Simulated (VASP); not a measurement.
# Mg12H (a cell with a defect) in VASP: a series of runs, part 2 of 2

VASP 6.6.1.

### 3 Single point, PBEsol

Contents of INCAR:

```
PREC = Accurate ; ENCUT = 520
EDIFF = 1E-7 ; ISMEAR = 0
SIGMA = 0.1 ; LREAL = F
LASPH = T ; NELM = 100
ALGO = Normal ; ISIF = 2
LWAVE = F ; LCHARG = F
GGA = PS ; NBANDS = 24
```

Contents of KPOINTS:

```
regular mesh
0
Gamma
  4 3 4
```

Contents of POSCAR:

```
Mg12H
1.0
    6.4200000000      0.0000000000      0.0000000000
   -4.8150000000      8.3398250000      0.0000000000
    0.0000000000      0.0000000000      5.2130400000
Mg H
12 1
Direct
   -0.0006194578     -0.0006305268     -0.0016860051
    0.1666072268      0.2219669322      0.4975584663
   -0.0007897528      0.3332952592     -0.0019209807
    0.1650469275      0.5547136125      0.5020062186
   -0.0009702025      0.6662890257     -0.0004718105
    0.1671259524      0.8897990760      0.5011374353
    0.4995433289     -0.0007675525     -0.0007410116
    0.6681203612      0.2223841884      0.5007310865
    0.5014020976      0.3340651420     -0.0021824085
    0.6676504999      0.5558650574      0.5018534272
    0.5015467379      0.6672318916      0.0020169864
    0.6671387604      0.8896033322      0.5014146558
    0.8450864405      0.4486899522      1.2461080403
```

Potentials or basis: VASP PAW PBE potentials, release 64 (Mg, H).

Started as:

```console
$ cat potpaw_PBE.64/Mg/POTCAR potpaw_PBE.64/H/POTCAR > POTCAR
$ mpirun -np 1 vasp_std > vasp.out
```

OUTCAR:

```text
PREC = Accurate
   ENCUT = 520
   EDIFF = 1E-7
   ISMEAR = 0
   LREAL = F
   LASPH = T
   NELM = 100
   ISIF = 2
   GGA = PS

 ion  position               nearest neighbor table
   1  0.999  0.999  0.998-  12 3.18   6 3.18   2 3.20  11 3.20   2 3.20   6 3.21   5 3.21  12 3.21
                             7 3.21   7 3.21   3 3.22   9 3.22
   2  0.167  0.222  0.498-   1 3.20   3 3.20   6 3.20   9 3.20   8 3.20   1 3.20  12 3.20   3 3.20
                             9 3.20   4 3.21  10 3.22   8 3.22
   3  0.999  0.333  0.998-  13 2.23   4 3.18   8 3.18   2 3.20   9 3.20   8 3.20   2 3.20   5 3.21
                             4 3.21   7 3.21   1 3.22   9 3.22  11 3.22
   4  0.165  0.555  0.502-  13 2.22   3 3.18   5 3.19   8 3.20  10 3.20  11 3.21  11 3.21   5 3.21
                             2 3.21   3 3.21   6 3.22  10 3.22  12 3.22
   5  0.999  0.666  1.000-  13 2.22  10 3.18   4 3.19   9 3.20   6 3.20  11 3.20  10 3.20   1 3.21
                             3 3.21   4 3.21   7 3.21   6 3.21  11 3.22
   6  0.167  0.890  0.501-   1 3.18   7 3.19   5 3.20   2 3.20   7 3.20   1 3.21  12 3.21   8 3.21
                            12 3.21  10 3.21   5 3.21   4 3.22
   7  0.500  0.999  0.999-  12 3.18   6 3.19   8 3.20  12 3.20   6 3.20  11 3.20   1 3.21   8 3.21
                             5 3.21   1 3.21   3 3.21   9 3.22
   8  0.668  0.222  0.501-   3 3.18   9 3.19   4 3.20   7 3.20  12 3.20   3 3.20   2 3.20   7 3.21
                             6 3.21  10 3.21   9 3.21   2 3.22
   9  0.501  0.334  0.998-  10 3.18   8 3.19   5 3.20   3 3.20   2 3.20   2 3.20  11 3.21  10 3.21
                             8 3.21   7 3.22   3 3.22   1 3.22
  10  0.668  0.556  0.502-   9 3.18   5 3.18  11 3.20  11 3.20   4 3.20   5 3.20   6 3.21   8 3.21
                             9 3.21  12 3.22   2 3.22   4 3.22
  11  0.502  0.667  0.002-  12 3.20  10 3.20   1 3.20  10 3.20   5 3.20  12 3.20   7 3.20   9 3.21
                             4 3.21   4 3.21   3 3.22   5 3.22
  12  0.667  0.890  0.501-   1 3.18   7 3.18  11 3.20  11 3.20   8 3.20   7 3.20   2 3.20   1 3.21
                             6 3.21   6 3.21  10 3.22   4 3.22
  13  0.845  0.449  0.246-   4 2.22   5 2.22   3 2.23

  LATTYP: Found a simple monoclinic cell.
 ALAT       =     6.4200000000
 B/A-ratio  =     0.8120000000
 C/A-ratio  =     1.3228757108
 COS(beta)  =    -0.1889822286

[... 185 lines left out ...]
 non-spin polarized calculation
 Gauss-broadening in eV      SIGMA  =   0.10
  energy-cutoff  :      520.00
  volume of cell :      279.11
 maximum number of plane-waves:      7534
   NGX = 23   NGY = 35   NGZ = 19

 number of electron      25.0000000 magnetization

 Free energy of the ion-electron system (eV)
  ---------------------------------------------------
  ext. energy  EPLUGINS =         0.00000000
  ---------------------------------------------------
  free energy    TOTEN  =       -23.76685066 eV

  energy without entropy =      -23.73939808  energy(sigma->0) =      -23.75312437

 E-fermi :   2.6187     XC(G=0):  -8.5515

 val. band max:        2.6085660243   @ k =   0.0000   0.0000   0.0000
 cond. band min:       2.6344052664   @ k =   0.5000  -0.3333   0.2500
 fundamental gap:      0.0258392421
 Fermi energy:         2.6187473195

 k-point     1 :       0.0000    0.0000    0.0000
  band No.  band energies     occupation
      1      -4.8387      2.00000
      2      -3.0157      2.00000
      3      -2.1703      2.00000
      4      -1.2319      2.00000
      5      -0.6180      2.00000
      6      -0.0142      2.00000
[... 637 lines left out ...]
     23       7.1691      0.00000
     24       7.6934      0.00000

 [... further k-points ...]
[... 5 lines left out ...]
  --------------------------------------------------------------------------------------
  -------------------------------------------------------------------------------------
  Total       -1.9752304     -2.6529404     -1.1976034     -0.9553176      0.4894429     -0.1573601
  in kB      -11.3382317    -15.2284271     -6.8744916     -5.4837209      2.8095034     -0.9032795
  external PRESSURE =     -11.1470501 kB  Pullay stress =       0.0000000 kB

 VOLUME and BASIS-vectors are now :
 -----------------------------------------------------------------------------
  energy-cutoff  :      520.00
  volume of cell :      279.11
      direct lattice vectors                 reciprocal lattice vectors
     6.420000000  0.000000000  0.000000000     0.155763240  0.089929945  0.000000000
    -4.815000000  8.339825000  0.000000000     0.000000000  0.119906593  0.000000000
     0.000000000  0.000000000  5.213040000     0.000000000  0.000000000  0.191826650

 POSITION                                       TOTAL-FORCE (eV/Angst)
 -----------------------------------------------------------------------------------
      1.60406      8.33457      5.20425        -0.001409     -0.005486     -0.003626
      0.00085      1.85117      2.59379        -0.002345     -0.002374     -0.007609
      4.81011      2.77962      5.20303         0.007385     -0.001336      0.004092
     -1.61134      4.62621      2.61698         0.005622      0.001360     -0.004489
      3.20559      5.55673      5.21058         0.001861      0.002757      0.002762
     -3.21143      7.42077      2.61245        -0.001217      0.005446      0.003479
     -1.60424      8.33342      5.20918         0.000723     -0.005108     -0.002374
      3.21855      1.85465      2.61033         0.000899      0.003330     -0.007092
      1.61048      2.78604      5.20166         0.006885      0.005039      0.010595
      1.60983      4.63582      2.61618         0.002478     -0.002270     -0.008627
      0.00721      5.56460      0.01051         0.004221      0.003215      0.006526
     -0.00041      7.41914      2.61389        -0.000335      0.005531      0.002915
      3.26501      3.74200      1.28297        -0.024769     -0.010104      0.003446
 -----------------------------------------------------------------------------------
    total drift:                               -0.000008     -0.000011     -0.000025

  FREE ENERGIE OF THE ION-ELECTRON SYSTEM (eV)
  ---------------------------------------------------
  free  energy   TOTEN  =       -23.7668506650 eV

  energy  without entropy=      -23.7393980814  energy(sigma->0) =      -23.75312437
```

Run time: 5.7 min. Hardware: 1 thread of Oxide Virtual Turin-like, shared host; peak memory 0.41 GiB.

What came out:

```
Free energy   : -23.7669 eV
Pressure      : -1.1 GPa
Largest force : 0.027 eV/Å
```

Forces in eV/Å, atoms in the order of the input:
```
Mg  -0.001 -0.005 -0.004
Mg  -0.002 -0.002 -0.008
Mg   0.007 -0.001  0.004
Mg   0.006  0.001 -0.004
Mg   0.002  0.003  0.003
Mg  -0.001  0.005  0.003
Mg   0.001 -0.005 -0.002
Mg   0.001  0.003 -0.007
Mg   0.007  0.005  0.011
Mg   0.002 -0.002 -0.009
Mg   0.004  0.003  0.007
Mg   0.000  0.006  0.003
H   -0.025 -0.010  0.003
```

Stress tensor (GPa, compression positive):
```
-1.13 -0.55 -0.09
-0.55 -1.52  0.28
-0.09  0.28 -0.69
```

Caveat: the PAW data sets were made with another functional, which shifts forces and pressure a little.

### 4 Single point, PBEsol

Contents of INCAR:

```
SYSTEM = Mg12H
PREC     = Accurate       ! precision mode
ENCUT    = 520            ! plane-wave cutoff, eV
EDIFF    = 1E-6           ! SCF threshold, eV
ISMEAR   = 0              ! smearing method
SIGMA    = 0.1            ! smearing width, eV
LREAL    = .False.        ! projectors in reciprocal space
LASPH    = .True.         ! aspherical terms in the spheres
NELM     = 80             ! most SCF steps
ALGO     = Normal         ! electronic algorithm
ISIF     = 2              ! what is computed and relaxed
LWAVE    = .False.        ! write WAVECAR
LCHARG   = .True.         ! write CHGCAR
GGA      = PS             ! functional
LELF     = .True.         ! ELF
LVHAR    = .True.       
NBANDS   = 24             ! bands
```

Contents of KPOINTS:

```
regular mesh
0
Gamma
  4 3 4
  0 0 0
```

Contents of POSCAR:

```
Mg12H
1.0
    6.4200000000      0.0000000000      0.0000000000
   -4.8150000000      8.3398250000      0.0000000000
    0.0000000000      0.0000000000      5.2130400000
Mg H
12 1
Direct
   -0.0012243150     -0.0009248395      0.0019259396
    0.1647217479      0.2220692880      0.5029510612
   -0.0006223790      0.3335761842      0.0013113270
    0.1644681153      0.5549236345      0.4985952534
   -0.0012126922      0.6668979265      0.0002409343
    0.1677094194      0.8909612612      0.4982119838
    0.4997913625     -0.0002781833      0.0007765143
    0.6676938147      0.2229911299      0.4999071559
    0.5013535445      0.3343658890      0.0016234289
    0.6668216124      0.5563675497      0.4980226509
    0.5003497514      0.6677084951     -0.0029311112
    0.6671234428      0.8901924201      0.4979789144
    0.8332386603      0.4480775076      0.7507542624
```

Started as:

```console
$ cat potpaw_PBE.64/Mg/POTCAR potpaw_PBE.64/H/POTCAR > POTCAR
$ mpirun -np 1 vasp_std > vasp.out
```

Wall time 6.1 min (1 thread of Oxide Virtual Turin-like, shared host); peak memory 0.39 GiB.

It converged, with:

| Property | Result |
| --- | --- |
| Free energy | -23.7676 eV |
| Pressure | -1.1 GPa |
| Largest force | 0.010 eV/Å |

Forces in eV/Å, atoms in the order of the input:
```
Mg   0.001  0.006 -0.003
Mg   0.008  0.002 -0.004
Mg  -0.005  0.002  0.008
Mg  -0.005  0.006 -0.007
Mg  -0.004 -0.003  0.000
Mg  -0.001 -0.008  0.005
Mg  -0.002 -0.001  0.000
Mg  -0.005  0.006 -0.006
Mg  -0.001  0.005  0.004
Mg   0.006 -0.001 -0.001
Mg   0.004 -0.003  0.003
Mg  -0.002 -0.002  0.001
H    0.006 -0.008 -0.001
```

Stress tensor (GPa, compression positive):
```
-1.14 -0.56  0.08
-0.56 -1.52 -0.28
 0.08 -0.28 -0.69
```

Levels at points of the mesh, in eV from the Fermi level:
```tsv
k point	band 10	band 11	band 12	band 13	band 14	band 15
(0.00, 0.00, 0.00)	-0.79	-0.23	-0.01	0.24	0.43	0.52
(0.50, 0.00, 0.00)	-0.56	-0.30	-0.25	-0.13	-0.12	0.25
(0.00, 0.00, 0.50)	-1.88	-1.32	-1.18	-0.69	-0.56	0.68
(0.50, 0.00, 0.50)	-0.88	-0.80	-0.78	0.19	0.72	0.83
```

Caveat: the PAW data sets were made with another functional, which shifts forces and pressure a little.
